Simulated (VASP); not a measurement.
# Ti2BN3 (P-3m1) in VASP: relaxation of cell and atoms with PBE

Aim: the relaxation of cell and atoms of Ti2BN3 with PBE.

All numbers are computed with VASP 6.6.1; they aren't measurements. Logs are shortened: lines on timing, memory, paths and dates and some standing lists are left out, and cuts for length are marked.

### 1 The cell of the first run

It takes space group P-3m1 (No. 164, trigonal). Conventional cell: a = 2.844 Å, b = 2.844 Å, c = 7.120 Å, α = 90.00°, β = 90.00°, γ = 120.00°. Ti (site symmetry 3m) has 6 N at 2.04 to 2.15 Å within 2.7 Å. Within 2.5 Å of B (site symmetry -3m) lie 6 N at 1.90 Å. N (site symmetry -3m) has 6 Ti at 2.04 Å within 2.7 Å. Within 2.6 Å of N (site symmetry 3m) lie 3 B at 1.90 Å and 3 Ti at 2.15 Å and 3 N at 2.53 Å.

The cell was generated, and may not be a known phase.

### 2 Relaxation of cell and atoms, PBE

INCAR reads:

```
PREC     = Accurate       # precision mode
ENCUT    = 600            # plane-wave cutoff, eV
EDIFF    = 1E-6           # SCF threshold, eV
ISMEAR   = 0              # smearing method
SIGMA    = 0.1            # smearing width, eV
LREAL    = False          # projectors in reciprocal space
LASPH    = True           # aspherical terms in the spheres
NELM     = 100            # most SCF steps
ALGO     = Normal         # electronic algorithm
ISIF     = 3              # what is computed and relaxed
LWAVE    = False          # write WAVECAR
LCHARG   = False          # write CHGCAR
GGA      = PE             # functional
IBRION   = 2              # ionic algorithm
NSW      = 100            # ionic steps
EDIFFG   = -0.01          # ionic threshold
```

KPOINTS reads:

```
regular mesh
0
Gamma
  18 18 6
```

POSCAR reads:

```
Ti2BN3
1.0
    2.8438024776      0.0000000000      0.0000000000
   -1.4219012388      2.4628051890      0.0000000000
    0.0000000000      0.0000000000      7.1201175285
Ti B N
2 1 3
Direct
    0.3333333333      0.6666666667      0.6698729144
    0.6666666667      0.3333333333      0.3301270856
    0.0000000000      0.0000000000      0.0000000000
    0.0000000000      0.0000000000      0.5000000000
    0.3333333333      0.6666666667      0.1348217318
    0.6666666667      0.3333333333      0.8651782682
```

Potentials or basis: VASP PAW PBE potentials, release 64 (Ti_sv, B, N).

The run is started by

```bash
$ cat potpaw_PBE.64/Ti_sv/POTCAR potpaw_PBE.64/B/POTCAR potpaw_PBE.64/N/POTCAR > POTCAR
$ mpirun -np 1 vasp_std > vasp.out
```

OUTCAR:

```text
PREC = Accurate
   ENCUT = 600
   EDIFF = 1E-6
   ISMEAR = 0
   LREAL = False
   LASPH = True
   NELM = 100
   ISIF = 3
   GGA = PE
   IBRION = 2
   NSW = 100
   EDIFFG = -0.01

 ion  position               nearest neighbor table
   1  0.333  0.667  0.670-   4 2.04   4 2.04   4 2.04   6 2.15   6 2.15   6 2.15
   2  0.667  0.333  0.330-   4 2.04   4 2.04   4 2.04   5 2.15   5 2.15   5 2.15
   3  0.000  0.000  0.000-   5 1.90   6 1.90   6 1.90   5 1.90   6 1.90   5 1.90
   4  0.000  0.000  0.500-   1 2.04   2 2.04   2 2.04   1 2.04   2 2.04   1 2.04
   5  0.333  0.667  0.135-   3 1.90   3 1.90   3 1.90   2 2.15   2 2.15   2 2.15
   6  0.667  0.333  0.865-   3 1.90   3 1.90   3 1.90   1 2.15   1 2.15   1 2.15

  LATTYP: Found a hexagonal cell.
 ALAT       =     2.8438024776
 C/A-ratio  =     2.5037313894

  Lattice vectors:

 A1 = (   2.8438024776,   0.0000000000,   0.0000000000)
 A2 = (  -1.4219012388,   2.4628051890,   0.0000000000)
 A3 = (   0.0000000000,   0.0000000000,   7.1201175285)

Analysis of symmetry for initial positions (statically):
=====================================================================
 Subroutine PRICEL returns:
 Original cell was already a primitive cell.

 Routine SETGRP: Setting up the symmetry group for a
 hexagonal supercell.

 Subroutine GETGRP returns: Found 12 space group operations
 (whereof 12 operations were pure point group operations)
 out of a pool of 24 trial point group operations.

The static configuration has the point symmetry D_3d.

Analysis of symmetry for dynamics (positions and initial velocities):
=====================================================================
 Subroutine PRICEL returns:
 Original cell was already a primitive cell.

 Routine SETGRP: Setting up the symmetry group for a
 hexagonal supercell.

 Subroutine GETGRP returns: Found 12 space group operations
 (whereof 12 operations were pure point group operations)
 out of a pool of 24 trial point group operations.

The dynamic configuration has the point symmetry D_3d.

 Subroutine INISYM returns: Found 12 space group operations
 (whereof 12 operations are pure point group operations),
 and found     1 'primitive' translations

----------------------------------------------------------------------------------------

                                     Primitive cell

  volume of cell :      49.8674

  direct lattice vectors                    reciprocal lattice vectors
     2.843802478  0.000000000  0.000000000     0.351641863  0.203020524  0.000000000
    -1.421901239  2.462805189  0.000000000     0.000000000  0.406041048  0.000000000
     0.000000000  0.000000000  7.120117528     0.000000000  0.000000000  0.140447120

  length of vectors
     2.843802478  2.843802478  7.120117528     0.406041048  0.406041048  0.140447120

  position of ions in fractional coordinates (direct lattice)
     0.333333333  0.666666667  0.669872914
     0.666666667  0.333333333  0.330127086
     0.000000000  0.000000000  0.000000000
     0.000000000  0.000000000  0.500000000
     0.333333333  0.666666667  0.134821732
     0.666666667  0.333333333  0.865178268

  ion indices of the primitive-cell ions
   primitive index   ion index
                 1           1
                 2           2
                 3           3
                 4           4
                 5           5
                 6           6

----------------------------------------------------------------------------------------

 KPOINTS: regular mesh

Automatic generation of k-mesh.
 Grid dimensions read from file:
 generate k-points for:   18   18    6

 Generating k-lattice:

  Cartesian coordinates                     Fractional coordinates (reciprocal lattice)
     0.019535659  0.011278918  0.000000000     0.055555556  0.000000000  0.000000000
     0.000000000  0.022557836  0.000000000     0.000000000  0.055555556  0.000000000
     0.000000000  0.000000000  0.023407853     0.000000000  0.000000000  0.166666667

  Length of vectors
     0.022557836  0.022557836  0.023407853

  Shift w.r.t. Gamma in fractional coordinates (k-lattice)
     0.000000000  0.000000000  0.000000000

 Subroutine IBZKPT returns following result:
 ===========================================

 Found    202 irreducible k-points:

 Following reciprocal coordinates:
            Coordinates               Weight
  0.000000  0.000000  0.000000      1.000000
  0.055556  0.000000  0.000000      6.000000
  0.111111  0.000000  0.000000      6.000000
  0.166667 -0.000000  0.000000      6.000000
  0.222222 -0.000000  0.000000      6.000000
  0.277778 -0.000000  0.000000      6.000000
[... 16 lines left out ...]
  0.333333  0.111111  0.000000     12.000000
  0.388889  0.111111  0.000000     12.000000
 [... further k-points ...]
   k-points           NKPTS =    202   k-points in BZ     NKDIM =    202   number of bands    NBANDS=     25
   number of dos      NEDOS =    301   number of ions     NIONS =      6
   total plane-waves  NPLWV =  34560
   dimension x,y,z NGX =    24 NGY =   24 NGZ =   60
   dimension x,y,z NGXF=    48 NGYF=   48 NGZF=  120
   ions per type =               2   1   3
   NGX,Y,Z   is equivalent  to a cutoff of  14.03, 14.03, 14.01 a.u.
   NGXF,Y,Z  is equivalent  to a cutoff of  28.06, 28.06, 28.02 a.u.
 SYSTEM =  unknown system
   PREC   = accura    normal or accurate (medium, high low for compatibility)
   ISTART =      0    job   : 0-new  1-cont  2-samecut
   ICHARG =      2    charge: 1-file 2-atom 10-const
   ISPIN  =      1    spin polarized calculation?
   LNONCOLLINEAR =      F non collinear calculations
   LSORBIT =      F    spin-orbit coupling
   LASPH  =      T    aspherical Exc in radial PAW
   ENCUT  =  600.0 eV  44.10 Ry    6.64 a.u.   5.68  5.68 14.22*2*pi/ulx,y,z
   NELM   =    100;   NELMIN=  2; NELMDL= -5     # of ELM steps
   EDIFF  = 0.1E-05   stopping-criterion for ELM
   LREAL  =      F    real-space projection
   EDIFFG = -.1E-01   stopping-criterion for IOM
   NSW    =    100    number of steps for IOM
   IBRION =      2    ionic relax: 0-MD 1-quasi-New 2-CG
   NFREE  =      1    steps in history (QN), initial steepest desc. (CG)
   ISIF   =      3    stress and relaxation
   ISYM   =      2    0-nonsym 1-usesym 2-fastsym
   POTIM  = 0.5000    time-step for ionic-motion
   TEBEG  =    0.0;   TEEND  =   0.0 temperature during run
   PSTRESS=    0.0 pullay stress
   NELECT =      42.0000    total number of electrons
   NUPDOWN=      -1.0000    fix difference up-down
   EMIN   =  10.00;   EMAX   =-10.00  energy-range for DOS
   EFERMI =   0.00;   METHOD = LEGACY
   ISMEAR =     0;   SIGMA  =   0.10  broadening in eV -4-tet -1-fermi 0-gaus
   EFERMI_NEDOS =   21; number of points for ismear=-14 and -15
   IALGO  =     38    algorithm
   IMIX   =      4    mixing-type and parameters
     AMIX     =   0.40;   BMIX     =  1.00
     AMIX_MAG =   1.60;   BMIX_MAG =  1.00
  volume/ion in A,a.u.               =       8.31        56.09
  Fermi-wavevector in a.u.,A,eV,Ry     =   1.546034  2.921581 32.520933  2.390221
  Thomas-Fermi vector in A             =   2.651328
   LORBIT       =      0    0 simple, 1 ext, 2 COOP (PROOUT), +10 PAW based schemes
   GGA     = PE    functional components
   LHFCALC =     F    Hartree Fock is set to
   AEXX    =    0.0000 exact exchange contribution
   IVDW    =     0    specifies the selected vdW correction
   LEPSILON=     F    determine dielectric tensor
   LRPA    =     F    only Hartree local field effects (RPA)
 conjugate gradient relaxation of ions
 non-spin polarized calculation
 Gauss-broadening in eV      SIGMA  =   0.10
  energy-cutoff  :      600.00
  volume of cell :       49.87
 maximum number of plane-waves:      1679
 NGX is ok and might be reduce to    24
   NGX = 11   NGY = 11   NGZ = 29

--------------------------------------- Ionic step        1  -------------------------------------------

 number of electron      42.0000005 magnetization

 Free energy of the ion-electron system (eV)
  ---------------------------------------------------
  ext. energy  EPLUGINS =         0.00000000
  ---------------------------------------------------
  free energy    TOTEN  =       -51.62025843 eV

  energy without entropy =      -51.61430725  energy(sigma->0) =      -51.61728284

------------------------ aborting loop because EDIFF is reached ----------------------------------------

  FORCE on cell =-STRESS in cart. coord.  units (eV):
  Direction    XX          YY          ZZ          XY          YZ          ZX
  --------------------------------------------------------------------------------------
  -------------------------------------------------------------------------------------
  Total       -0.0353125     -0.0353125      0.3596243      0.0000000      0.0000000      0.0000000
  in kB       -1.1345467     -1.1345467     11.5542822      0.0000000      0.0000000      0.0000000
  external PRESSURE =       3.0950630 kB  Pullay stress =       0.0000000 kB
[... 105 lines left out ...]
  energy  without entropy=      -51.6148707121  energy(sigma->0) =      -51.61786109

--------------------------------------- Ionic step        4  -------------------------------------------

 number of electron      42.0000005 magnetization

 Free energy of the ion-electron system (eV)
  ---------------------------------------------------
  ext. energy  EPLUGINS =         0.00000000
  ---------------------------------------------------
  free energy    TOTEN  =       -51.62092758 eV

  energy without entropy =      -51.61496318  energy(sigma->0) =      -51.61794538

 E-fermi :  10.8829     XC(G=0): -13.0997

 val. band max:       10.8786290607   @ k =   0.1111   0.0556   0.1667
 cond. band min:      10.8837083598   @ k =   0.1667   0.1111   0.5000
 fundamental gap:      0.0050792991
 Fermi energy:        10.8829035589

 k-point     1 :       0.0000    0.0000    0.0000
  band No.  band energies     occupation
      1     -46.8104      2.00000
      2     -46.7416      2.00000
      3     -23.4108      2.00000
      4     -22.9476      2.00000
      5     -22.7163      2.00000
      6     -22.7163      2.00000
[... 661 lines left out ...]
     24      13.0789      0.00000
     25      13.4687      0.00000

 [... further k-points ...]

------------------------ aborting loop because EDIFF is reached ----------------------------------------

  FORCE on cell =-STRESS in cart. coord.  units (eV):
  Direction    XX          YY          ZZ          XY          YZ          ZX
  --------------------------------------------------------------------------------------
  -------------------------------------------------------------------------------------
  Total        0.0549666      0.0549666     -0.0060792      0.0000000      0.0000000      0.0000000
  in kB        1.7656645      1.7656645     -0.1952773      0.0000000      0.0000000      0.0000000
  external PRESSURE =       1.1120172 kB  Pullay stress =       0.0000000 kB
[... 21 lines left out ...]
  FREE ENERGIE OF THE ION-ELECTRON SYSTEM (eV)
  ---------------------------------------------------
  free  energy   TOTEN  =       -51.6209275844 eV

  energy  without entropy=      -51.6149631849  energy(sigma->0) =      -51.61794538

 reached required accuracy - stopping structural energy minimisation
```

Wall time 20 min (1 thread of Intel Xeon 8259CL, shared host); peak memory 0.41 GiB.

Results:

```yaml
Free_energy: -51.6209 eV
Relaxed_volume: 8.31 Å³/atom
Relaxed_cell: a = 2.841 Å, b = 2.841 Å, c = 7.137 Å, α = 90.00°, β = 90.00°, γ = 120.00°
Space_group_after_relaxing_to_0.1_Å: P-3m1 (No. 164)
Energy_gained_by_relaxing: 0.1 meV/atom
Ionic_steps: 4
Pressure_after_relaxing: 0.1 GPa
Largest_force_after_relaxing: 0.003 eV/Å
Band_gap_on_the_k_mesh: zero (bands 21 and 22 overlap by 0.82 eV)
```

Forces on the atoms (eV/Å):
```
Ti   0.000  0.000  0.003
Ti   0.000  0.000 -0.003
B    0.000  0.000  0.000
N    0.000  0.000  0.000
N    0.000  0.000 -0.001
N    0.000  0.000  0.001
```

The path:
```
step  energy change (eV)  largest force (eV/Å)  pressure (GPa)  volume (Å³)
   1              0.0000                0.0763            0.31        49.87
   2             -0.0005                0.0457           -0.44        49.98
   3             -0.0006                0.0284           -0.26        49.95
   4             -0.0007                0.0034            0.11        49.88
```

Final structure:
```cif
data_structure
_symmetry_space_group_name_H-M 'P 1'
_symmetry_Int_Tables_number 1
_cell_length_a 2.8407
_cell_length_b 2.8407
_cell_length_c 7.1369
_cell_angle_alpha 90.000
_cell_angle_beta 90.000
_cell_angle_gamma 120.000
_cell_volume 49.88
loop_
_atom_site_label
_atom_site_type_symbol
_atom_site_fract_x
_atom_site_fract_y
_atom_site_fract_z
_atom_site_occupancy
Ti1 Ti 0.33333 0.66667 0.67026 1
Ti2 Ti 0.66667 0.33333 0.32974 1
B1 B 0.00000 0.00000 0.00000 1
N1 N 0.00000 0.00000 0.50000 1
N2 N 0.33333 0.66667 0.13449 1
N3 N 0.66667 0.33333 0.86551 1
```
